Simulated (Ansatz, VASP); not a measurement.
# SnTe in VASP and in Ansatz

Contents of POSCAR:

```
SnTe
1.0
    0.0000000000      3.2126470615      3.2126470615
    3.2126470615      0.0000000000      3.2126470615
    3.2126470615      3.2126470615      0.0000000000
Te Sn
1 1
Direct
    0.5000000000      0.5000000000      0.5000000000
    0.0000000000      0.0000000000      0.0000000000
```

File INCAR.step1:

```
PREC = Accurate
ENCUT = 520
EDIFF = 1E-5
ISMEAR = -1
SIGMA = 0.05
LREAL = F
LASPH = T
NELM = 80
ALGO = Normal
ISIF = 2
LWAVE = T
LCHARG = F
NBANDS = 17
GGA = PE
```

INCAR.step2

```
PREC = Accurate
ENCUT = 520
EDIFF = 1E-7
ISMEAR = -1
SIGMA = 0.05
LREAL = F
LASPH = T
NELM = 80
ALGO = Normal
ISIF = 2
LWAVE = F
LCHARG = F
GGA = PS
LHFCALC = T
AEXX = 0.25
HFSCREEN = 0.207
PRECFOCK = Normal
NBANDS = 17
ISTART = 1
```

File KPOINTS:

```
regular mesh
0
Gamma
  4 4 4
```

The input input.yaml:

```yaml
crystal:
  lattice:
    - [0.0, 3.2126470615, 3.2126470615]
    - [3.2126470615, 0.0, 3.2126470615]
    - [3.2126470615, 3.2126470615, 0.0]
  atoms:
    - { symbol: Te, position: [0.5, 0.5, 0.5] }
    - { symbol: Sn, position: [0.0, 0.0, 0.0] }
hamiltonian:
  xc:
    exchange: hjs_pbesol
    correlation: pbesol
    exx: { coeff: 0.25, omega: 0.207 }
  pseudopotentials: { kind: paw }
kpoints:
  mp_grid: { grid: [4, 4, 4] }
scf:
  occupations: { method: fermi_dirac, width: 0.05 }
output:
  forces: true
  stress: true
  eigenvalues: true
```

Alike in both runs: task single point; functional PBEsol-based screened hybrid; k mesh 4 × 4 × 4; occupations fermi-dirac, width 0.05 eV; no spin polarisation.

|  | VASP | Ansatz |
| --- | --- | --- |
| version | VASP 6.6.1 | Ansatz 0.2.0 |
| potentials or method | VASP PAW PBE potentials, release 64 (Te, Sn_d) | Ansatz PAW |
| plane-wave cutoff (eV) | 520 | 420 |
| valence electrons in the cell | 20 | 30 |

VASP gave:

```
gap on the k mesh at the Fermi level (eV) : 0.24
least direct gap on the mesh (eV)         : 0.24
pressure (GPa)                            : -3.0
```

Q: What did Ansatz give for the same quantities?

A: gap on the k mesh at the Fermi level (eV): 0.30; least direct gap on the mesh (eV): 0.30; pressure (GPa): -2.8.

VASP's potentials were made for PBE, not for PBEsol-based screened hybrid. VASP's potentials hold 20 valence electrons a cell and Ansatz's 30, so a difference there can come from the potentials and not from the codes.

The k mesh is coarse, so the values compare programs but aren't converged. Neither program's run includes spin-orbit coupling.
